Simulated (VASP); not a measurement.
# TiTe2 (P-3m1) in VASP: a series of runs

Runs on TiTe2. Level: PBE+D3(BJ). Tasks: relaxation of shape and atoms at fixed volume.

Everything below comes from runs of VASP 6.6.1. Logs are shortened: lines on timing, memory, paths and dates and some standing lists are left out, and cuts for length are marked.

## Step 1: The cell of the first run

It takes space group P-3m1 (No. 164, trigonal). Conventional cell: a = 3.547 Å, b = 3.547 Å, c = 6.100 Å, α = 90.00°, β = 90.00°, γ = 120.00°. Within 3.6 Å of Ti (site symmetry -3m) lie 6 Te at 2.67 Å and 6 Ti at 3.55 Å. Te (site symmetry 3m) has 3 Ti at 2.67 Å and 9 Te at 3.36 to 3.55 Å within 3.6 Å.

## Step 2: Relaxation of shape and atoms at fixed volume, PBE+D3(BJ) (22.15 Å³/atom)

File INCAR:

```
SYSTEM = TiTe2
ALGO     = Normal         ! electronic algorithm
EDIFF    = 1E-7           ! SCF threshold, eV
EDIFFG   = -0.01          ! ionic threshold
ENCUT    = 600            ! plane-wave cutoff, eV
GGA      = PE             ! functional
IBRION   = 2              ! ionic algorithm
ISIF     = 4              ! what is computed and relaxed
ISMEAR   = 0              ! smearing method
IVDW     = 12             ! dispersion correction
LASPH    = .True.         ! aspherical terms in the spheres
LCHARG   = .False.        ! write CHGCAR
LREAL    = .False.        ! projectors in reciprocal space
LWAVE    = .False.        ! write WAVECAR
NELM     = 80             ! most SCF steps
NSW      = 50             ! ionic steps
PREC     = Accurate       ! precision mode
SIGMA    = 0.1            ! smearing width, eV
```

File KPOINTS:

```
k-points
0
Gamma
  12 12 8
  0 0 0
```

File POSCAR:

```
TiTe2
1.0
    3.5469554085      0.0000000000      0.0000000000
   -1.7734777043      3.0717534899      0.0000000000
    0.0000000000      0.0000000000      6.0999040897
Ti Te
1 2
Direct
    0.0000000000      0.0000000000      0.0000000000
    0.6666666667      0.3333333333      0.2821120022
    0.3333333333      0.6666666667      0.7178879978
```

Potentials or basis: VASP PAW PBE potentials, release 64 (Ti_sv, Te).

Command:

```
$ cat potpaw_PBE.64/Ti_sv/POTCAR potpaw_PBE.64/Te/POTCAR > POTCAR
$ mpirun -np 1 vasp_std > vasp.out
```

OUTCAR:

```text
SYSTEM = TiTe2
   EDIFF = 1E-7
   EDIFFG = -0.01
   ENCUT = 600
   GGA = PE
   IBRION = 2
   ISIF = 4
   ISMEAR = 0
   IVDW = 12
   LASPH = .True.
   LREAL = .False.
   NELM = 80
   NSW = 50
   PREC = Accurate
 IVDW          = 12

 ion  position               nearest neighbor table
   1  0.000  0.000  0.000-   2 2.67   3 2.67   2 2.67   3 2.67   2 2.67   3 2.67
   2  0.667  0.333  0.282-   1 2.67   1 2.67   1 2.67   3 3.36   3 3.36   3 3.36
   3  0.333  0.667  0.718-   1 2.67   1 2.67   1 2.67   2 3.36   2 3.36   2 3.36

  LATTYP: Found a hexagonal cell.
 ALAT       =     3.5469554085
 C/A-ratio  =     1.7197577604

  Lattice vectors:

 A1 = (   3.5469554085,   0.0000000000,   0.0000000000)
 A2 = (  -1.7734777043,   3.0717534899,   0.0000000000)
 A3 = (   0.0000000000,   0.0000000000,   6.0999040897)

Analysis of symmetry for initial positions (statically):
=====================================================================
 Subroutine PRICEL returns:
 Original cell was already a primitive cell.

 Routine SETGRP: Setting up the symmetry group for a
 hexagonal supercell.

 Subroutine GETGRP returns: Found 12 space group operations
 (whereof 12 operations were pure point group operations)
 out of a pool of 24 trial point group operations.

The static configuration has the point symmetry D_3d.

Analysis of symmetry for dynamics (positions and initial velocities):
=====================================================================
 Subroutine PRICEL returns:
 Original cell was already a primitive cell.

 Routine SETGRP: Setting up the symmetry group for a
 hexagonal supercell.

 Subroutine GETGRP returns: Found 12 space group operations
 (whereof 12 operations were pure point group operations)
 out of a pool of 24 trial point group operations.

The dynamic configuration has the point symmetry D_3d.

 Subroutine INISYM returns: Found 12 space group operations
 (whereof 12 operations are pure point group operations),
 and found     1 'primitive' translations

----------------------------------------------------------------------------------------

                                     Primitive cell

  volume of cell :      66.4607

  direct lattice vectors                    reciprocal lattice vectors
     3.546955409  0.000000000  0.000000000     0.281931935  0.162773478  0.000000000
    -1.773477704  3.071753490  0.000000000     0.000000000  0.325546957  0.000000000
     0.000000000  0.000000000  6.099904090     0.000000000  0.000000000  0.163937004

  length of vectors
     3.546955409  3.546955409  6.099904090     0.325546957  0.325546957  0.163937004

  position of ions in fractional coordinates (direct lattice)
     0.000000000  0.000000000  0.000000000
     0.666666667  0.333333333  0.282112002
     0.333333333  0.666666667  0.717887998

  ion indices of the primitive-cell ions
   primitive index   ion index
                 1           1
                 2           2
                 3           3

----------------------------------------------------------------------------------------

 KPOINTS: k-points

Automatic generation of k-mesh.
 Grid dimensions read from file:
 generate k-points for:   12   12    8

 Generating k-lattice:

  Cartesian coordinates                     Fractional coordinates (reciprocal lattice)
     0.023494328  0.013564457  0.000000000     0.083333333  0.000000000  0.000000000
     0.000000000  0.027128913  0.000000000     0.000000000  0.083333333  0.000000000
     0.000000000  0.000000000  0.020492125     0.000000000  0.000000000  0.125000000

  Length of vectors
     0.027128913  0.027128913  0.020492125

  Shift w.r.t. Gamma in fractional coordinates (k-lattice)
     0.000000000  0.000000000  0.000000000

 Subroutine IBZKPT returns following result:
 ===========================================

 Found    131 irreducible k-points:

 Following reciprocal coordinates:
            Coordinates               Weight
  0.000000  0.000000  0.000000      1.000000
  0.083333  0.000000  0.000000      6.000000
  0.166667  0.000000  0.000000      6.000000
  0.250000  0.000000  0.000000      6.000000
  0.333333  0.000000  0.000000      6.000000
  0.416667  0.000000  0.000000      6.000000
[... 16 lines left out ...]
  0.166667  0.000000  0.125000      6.000000
  0.000000  0.166667  0.125000      6.000000
 [... further k-points ...]
   k-points           NKPTS =    131   k-points in BZ     NKDIM =    131   number of bands    NBANDS=     16
   number of dos      NEDOS =    301   number of ions     NIONS =      3
   total plane-waves  NPLWV =  39200
   dimension x,y,z NGX =    28 NGY =   28 NGZ =   50
   dimension x,y,z NGXF=    56 NGYF=   56 NGZF=  100
   ions per type =               1   2
   NGX,Y,Z   is equivalent  to a cutoff of  13.12, 13.12, 13.63 a.u.
   NGXF,Y,Z  is equivalent  to a cutoff of  26.25, 26.25, 27.25 a.u.
 SYSTEM =  TiTe2
   PREC   = accura    normal or accurate (medium, high low for compatibility)
   ISTART =      0    job   : 0-new  1-cont  2-samecut
   ICHARG =      2    charge: 1-file 2-atom 10-const
   ISPIN  =      1    spin polarized calculation?
   LNONCOLLINEAR =      F non collinear calculations
   LSORBIT =      F    spin-orbit coupling
   LASPH  =      T    aspherical Exc in radial PAW
   ENCUT  =  600.0 eV  44.10 Ry    6.64 a.u.   7.08  7.08 12.18*2*pi/ulx,y,z
   NELM   =     80;   NELMIN=  2; NELMDL= -5     # of ELM steps
   EDIFF  = 0.1E-06   stopping-criterion for ELM
   LREAL  =      F    real-space projection
   EDIFFG = -.1E-01   stopping-criterion for IOM
   NSW    =     50    number of steps for IOM
   IBRION =      2    ionic relax: 0-MD 1-quasi-New 2-CG
   NFREE  =      1    steps in history (QN), initial steepest desc. (CG)
   ISIF   =      4    stress and relaxation
   ISYM   =      2    0-nonsym 1-usesym 2-fastsym
   POTIM  = 0.5000    time-step for ionic-motion
   TEBEG  =    0.0;   TEEND  =   0.0 temperature during run
   PSTRESS=    0.0 pullay stress
   NELECT =      24.0000    total number of electrons
   NUPDOWN=      -1.0000    fix difference up-down
   EMIN   =  10.00;   EMAX   =-10.00  energy-range for DOS
   EFERMI =   0.00;   METHOD = LEGACY
   ISMEAR =     0;   SIGMA  =   0.10  broadening in eV -4-tet -1-fermi 0-gaus
   EFERMI_NEDOS =   21; number of points for ismear=-14 and -15
   IALGO  =     38    algorithm
   IMIX   =      4    mixing-type and parameters
     AMIX     =   0.40;   BMIX     =  1.00
     AMIX_MAG =   1.60;   BMIX_MAG =  1.00
  volume/ion in A,a.u.               =      22.15       149.50
  Fermi-wavevector in a.u.,A,eV,Ry     =   1.165799  2.203040 18.491494  1.359086
  Thomas-Fermi vector in A             =   2.302320
   LORBIT       =      0    0 simple, 1 ext, 2 COOP (PROOUT), +10 PAW based schemes
   GGA     = PE    functional components
   LHFCALC =     F    Hartree Fock is set to
   AEXX    =    0.0000 exact exchange contribution
   IVDW    =    12    specifies the selected vdW correction
   LEPSILON=     F    determine dielectric tensor
   LRPA    =     F    only Hartree local field effects (RPA)
 conjugate gradient relaxation of ions
 non-spin polarized calculation
 Gauss-broadening in eV      SIGMA  =   0.10
  energy-cutoff  :      600.00
  volume of cell :       66.46
 maximum number of plane-waves:      2238
   NGX = 15   NGY = 15   NGZ = 25

--------------------------------------- Ionic step        1  -------------------------------------------

 number of electron      23.9999999 magnetization

 Free energy of the ion-electron system (eV)
  ---------------------------------------------------
  ext. energy  EPLUGINS =         0.00000000
  ---------------------------------------------------
  free energy    TOTEN  =       -15.73791346 eV

  energy without entropy =      -15.73228893  energy(sigma->0) =      -15.73510119

------------------------ aborting loop because EDIFF is reached ----------------------------------------

 Edisp (eV)   -1.78343

 E8    (eV) :    -0.8244

  FORCE on cell =-STRESS in cart. coord.  units (eV):
  Direction    XX          YY          ZZ          XY          YZ          ZX
  --------------------------------------------------------------------------------------
  -------------------------------------------------------------------------------------
  Total       3.51351     3.51351     3.70806    -0.00000    -0.00000     0.00000
  in kB      84.70063    84.70063    89.39064    -0.00000    -0.00000     0.00000
  external pressure =       86.26 kB  Pullay stress =        0.00 kB
[... 145 lines left out ...]
  energy  without entropy=      -17.5215780007  energy(sigma->0) =      -17.52434719

--------------------------------------- Ionic step        5  -------------------------------------------

 number of electron      23.9999999 magnetization

 Free energy of the ion-electron system (eV)
  ---------------------------------------------------
  ext. energy  EPLUGINS =         0.00000000
  ---------------------------------------------------
  free energy    TOTEN  =       -15.74350473 eV

  energy without entropy =      -15.73797423  energy(sigma->0) =      -15.74073948

 E-fermi :   9.3694     XC(G=0): -10.8157

 val. band max:        9.3514288528   @ k =   0.0833   0.0833   0.1250
 cond. band min:       9.3725034851   @ k =   0.1667   0.0000   0.1250
 fundamental gap:      0.0210746323
 Fermi energy:         9.3694034259

 k-point     1 :       0.0000    0.0000    0.0000
  band No.  band energies     occupation
      1     -47.7314      2.00000
      2     -24.0116      2.00000
      3     -24.0096      2.00000
      4     -24.0096      2.00000
      5      -4.3584      2.00000
      6      -2.0140      2.00000
[... 8 lines left out ...]
     15      11.0864      0.00000
     16      12.5626      0.00000
[... 420 lines left out ...]
  band No.  band energies     occupation
      1     -47.7295      2.00000
      2     -24.0317      2.00000
      3     -24.0146      2.00000
      4     -24.0062      2.00000
      5      -3.9146      2.00000
      6      -1.9305      2.00000
[... 8 lines left out ...]
     15      10.7985      0.00000
     16      12.6943      0.00000

 [... further k-points ...]

------------------------ aborting loop because EDIFF is reached ----------------------------------------

 Edisp (eV)   -1.78364

 E8    (eV) :    -0.8245

  FORCE on cell =-STRESS in cart. coord.  units (eV):
  Direction    XX          YY          ZZ          XY          YZ          ZX
  --------------------------------------------------------------------------------------
  -------------------------------------------------------------------------------------
  Total       3.24245     3.24245     3.23453    -0.00000     0.00000    -0.00000
  in kB      78.16624    78.16624    77.97512    -0.00000     0.00000    -0.00000
  external pressure =       78.10 kB  Pullay stress =        0.00 kB
[... 18 lines left out ...]
  FREE ENERGIE OF THE ION-ELECTRON SYSTEM (eV)
  ---------------------------------------------------
  free  energy   TOTEN  =       -17.5271478979 eV

  energy  without entropy=      -17.5216173920  energy(sigma->0) =      -17.52438264

 reached required accuracy - stopping structural energy minimisation
```

It took 13 min on 1 thread of Intel Xeon 8259CL, shared host; peak memory 0.34 GiB.

What came out:

```yaml
Free_energy: -17.5271 eV
Energy_gained_by_relaxing: 1.9 meV/atom
Ionic_steps: 5
Pressure_after_relaxing: 7.8 GPa
Band_gap_on_the_k_mesh: zero (bands 12 and 13 overlap by 0.94 eV)
Dispersion_energy_per_atom: -0.595 eV
```

The path:
```csv
step,energy change (eV),largest force (eV/Å),pressure (GPa),volume (Å³)
1,0.0000,0.2935,8.63,66.46
2,-0.0053,0.0743,8.00,66.46
3,-0.0056,0.0092,7.82,66.46
4,-0.0058,0.0035,7.81,66.46
5,-0.0058,0.0003,7.81,66.46
```

Final structure:
```
Ti Te
1.0
     3.54644    0.00000    0.00000
    -1.77322    3.07130    0.00000
     0.00000    0.00000    6.10169
Ti Te
1 2
Direct
  0.00000 0.00000 0.00000
  0.66667 0.33333 0.28536
  0.33333 0.66667 0.71464
```

Caveat: spin-orbit coupling is left out, which moves the levels of the heavy elements.

## Step 3: Relaxation of shape and atoms at fixed volume, PBE+D3(BJ) (22.91 Å³/atom)

This run uses another cell than the first one, of 22.91 Å³/atom.

File INCAR:

```
SYSTEM = TiTe2
PREC = Accurate
ENCUT = 600
EDIFF = 1E-6
ISMEAR = 0
SIGMA = 0.1
LREAL = .False.
LASPH = .True.
NELM = 60
ALGO = Normal
ISIF = 4
LWAVE = .False.
LCHARG = .False.
GGA = PE
IVDW = 12
IBRION = 2
NSW = 50
EDIFFG = -0.01
```

File KPOINTS:

```
Automatic mesh
0
Gamma
  12 12 8
  0 0 0
```

File POSCAR:

```
TiTe2
1.0
    3.5884454380      0.0000000000      0.0000000000
   -1.7942227190      3.1076849094      0.0000000000
    0.0000000000      0.0000000000      6.1628342802
Ti Te
1 2
Direct
    0.0000000000      0.0000000000      0.0000000000
    0.6666666667      0.3333333333      0.2787908465
    0.3333333333      0.6666666667      0.7212091535
```

Potentials or basis: VASP PAW PBE potentials, release 64 (Ti_sv, Te).

Command:

```
$ cat potpaw_PBE.64/Ti_sv/POTCAR potpaw_PBE.64/Te/POTCAR > POTCAR
$ mpirun -np 1 vasp_std > vasp.out
```

Wall time 14 min (1 thread of Intel Xeon 8259CL, shared host); peak memory 0.36 GiB.

Results (log left out):

- Free energy: -17.6190 eV
- Energy gained by relaxing: 2.0 meV/atom
- Ionic steps: 6
- Pressure after relaxing: 5.2 GPa
- Band gap on the k mesh: zero (bands 12 and 13 overlap by 0.87 eV)
- Dispersion energy per atom: -0.575 eV

Forces in eV/Å, atoms in the order of the input:
```
Ti   0.000  0.000  0.000
Te   0.000  0.000  0.003
Te   0.000  0.000 -0.003
```

Step by step:
```
step  energy change (eV)  largest force (eV/Å)  pressure (GPa)  volume (Å³)
   1              0.0000                0.2880            5.99        68.73
   2             -0.0053                0.0878            5.46        68.73
   3             -0.0058                0.0101            5.24        68.73
   4             -0.0058                0.0156            5.25        68.73
   5             -0.0060                0.0093            5.23        68.73
   6             -0.0060                0.0027            5.21        68.73
```

Final structure:
```
CELL_PARAMETERS angstrom
3.58985 0.00000 0.00000
-1.79493 3.10890 0.00000
0.00000 0.00000 6.15801
ATOMIC_POSITIONS crystal
Ti 0.00000 0.00000 0.00000
Te 0.66667 0.33333 0.28225
Te 0.33333 0.66667 0.71775
```

Levels at points of the mesh, in eV from the Fermi level:
```
           k point  band 10  band 11  band 12  band 13  band 14  band 15
(0.00, 0.00, 0.00)     0.12     0.52     0.52     1.12     1.58     1.58
(0.50, 0.00, 0.00)    -2.71    -1.70    -1.34    -0.12     1.50     1.86
(0.00, 0.00, 0.50)    -1.43     0.50     0.50     0.92     0.92     1.30
(0.50, 0.00, 0.50)    -2.27    -0.77    -0.57    -0.25     1.49     1.90
```

Caveat: spin-orbit coupling is left out, which moves the levels of the heavy elements.
